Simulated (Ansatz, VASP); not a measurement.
As in VASP and in Ansatz

```
CELL_PARAMETERS angstrom
1.87999 1.08541 3.32765
-1.87999 1.08541 3.32765
0.00000 -2.17082 3.32765
ATOMIC_POSITIONS crystal
As 0.76951 0.76951 0.76951
As 0.23049 0.23049 0.23049
```

Alike in both runs: task single point; functional LDA; k mesh 10 × 10 × 10; occupations fermi-dirac, width 1 eV; no spin polarisation.

|  | VASP | Ansatz |
| --- | --- | --- |
| version | VASP 6.6.1 | Ansatz 0.2.0 |
| potentials or method | VASP PAW LDA potentials, release 64 (As), cutoff 500 eV | plane waves (420 eV) with PAW, scalar-relativistic |
| valence electrons in the cell | 10 | 30 |

Ansatz gave:

| Quantity | Value |
| --- | --- |
| pressure (GPa) | 4.9 |
| traceless stress, the component that is largest in VASP (GPa) | -0.88 |

**Question.** What did VASP give for the same quantities?

**Answer.** Pressure (GPa): 5.3; traceless stress, the component that is largest in VASP (GPa): -0.97.

Ansatz warns that its potentials were made for another functional, while VASP's fit it. LDA's correlation is that of Perdew and Zunger in VASP and of Perdew and Wang (1992) in Ansatz. VASP's potentials hold 10 valence electrons a cell and Ansatz's 30, so a difference there can come from the potentials and not from the codes.
